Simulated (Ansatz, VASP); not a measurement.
**One calculation of Cd, two programs**

```xyz
8
Lattice="5.7063 0.0000 0.0000 0.0000 5.7063 0.0000 0.0000 0.0000 5.7063" Properties=species:S:1:pos:R:3 pbc="T T T"
Cd    5.7063    0.0000    5.7063
Cd    2.8532    2.8532    2.8532
Cd    1.4266    5.7063    2.8532
Cd    4.2798    5.7063    2.8532
Cd    2.8532    1.4266    0.0000
Cd    2.8532    4.2798    5.7063
Cd    0.0000    2.8532    1.4266
Cd    0.0000    2.8532    4.2798
```

Alike in both runs: functional PBE; k mesh 5 × 5 × 5; occupations fermi-dirac, width 0.1 eV; no spin polarisation.

Ansatz relaxed the structure, and its values are those at the end. VASP's run is a single point on that final structure, the one shown.

```csv
,VASP,Ansatz
version,VASP 6.6.1,Ansatz 0.2.0
potentials or method,"VASP PAW PBE potentials, release 64 (Cd), cutoff 520 eV","plane waves (420 eV) with PAW, scalar-relativistic"
valence electrons in the cell,96,160
```

|  | VASP | Ansatz | Ansatz less VASP |
| --- | --- | --- | --- |
| pressure (GPa) | 0.2 | 0.0 | -0.25 |

VASP's potentials hold 96 valence electrons a cell and Ansatz's 160, so a difference there can come from the potentials and not from the codes.
